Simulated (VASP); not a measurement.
Set up this calculation in VASP 6.6.1, as the native input.

* Task: molecular dynamics
* Functional: PBEsol
* Potentials or basis: VASP PAW PBE potentials, release 64 (Si, Al)
* Cutoff: 520 eV
* k mesh: 2 × 2 × 2
* Occupations: fermi-dirac, width 0.02 eV
* Spin: collinear spin, zero start
* Starting moments: [0.0, 0.0, 0.0, 0.0, 0.0, 0.0, 0.0, 0.0, 0.0, 0.0, 0.0, 0.0, 0.0, 0.0, 0.0, 0.0, 0.0] μB
* Dipole correction: no
* Further INCAR settings: LREAL = Auto; ALGO = Normal; EDIFF = 1e-05; ISYM = 0; IBRION = 0; POTIM = 2.0; NSW = 40

The structure of AlSi16 (a cell with a defect) lies in POSCAR:

```
AlSi16
1.0
    0.0000000000      5.4300000000      5.4300000000
    5.4300000000      0.0000000000      5.4300000000
    5.4300000000      5.4300000000      0.0000000000
Si Al
16 1
Direct
    0.0152070300     -0.0182668700      0.0016243800
    0.1363264600      0.1193955100      0.1239258100
    0.0043598300     -0.0021166200      0.4989757900
    0.1363383900      0.1193815000      0.6205409300
    0.0151758800      0.5004763800      0.0015633900
    0.1378201900      0.6199489900      0.1212313300
    0.0151644600      0.5004603000      0.4830163100
    0.1363748300      0.6228719000      0.6204778600
    0.5112685700     -0.0029259100     -0.0062108700
    0.6345478300      0.1195747700      0.1230173100
    0.5112801000     -0.0029305200      0.4980303100
    0.6332471200      0.1216669400      0.6226278800
    0.4995203300      0.4994910500      0.0005938600
    0.6345342400      0.6220611100      0.1229726800
    0.5113142500      0.4928325600      0.4980099200
    0.6345247900      0.6220493300      0.6206220800
   -0.1114132000      0.3696267800      0.8710197300
```

One way to write it, as run:

INCAR

```
PREC = Accurate
ENCUT = 520
EDIFF = 1E-5
ISMEAR = -1
SIGMA = 0.02
LREAL = Auto
LASPH = True
NELM = 150
ALGO = Normal
ISIF = 2
LWAVE = False
LCHARG = False
ISPIN = 2
MAGMOM = 0 0 0 0 0 0 0 0 0 0 0 0 0 0 0 0 0
LORBIT = 11
GGA = PS
IBRION = 0
NSW = 40
POTIM = 2.0
TEBEG = 1500.0
TEEND = 1500.0
ISYM = 0
NELMIN = 4
RANDOM_SEED = 367255 0 0
MDALGO = 3
LANGEVIN_GAMMA = 10 10
```

KPOINTS

```
Automatic mesh
0
Gamma
  2 2 2
```

Potentials or basis: VASP PAW PBE potentials, release 64 (Si, Al).

Launch:

```console
$ cat potpaw_PBE.64/Si/POTCAR potpaw_PBE.64/Al/POTCAR > POTCAR
$ mpirun -np 1 vasp_std > vasp.out
```

It gave:

| Property | Result |
| --- | --- |
| Valence electrons inside the program's atomic spheres | Si 1.68, 1.66, 1.65, 1.63, 1.73, 1.69, 1.72, 1.67, 1.64 (each value once); Al 0.85 |

Caveat: the k points lie up to 0.50 Å⁻¹ apart.

It took 2.5 h on 1 thread of Oxide Virtual Turin-like Processor (shared host), peak memory 0.9 GiB.
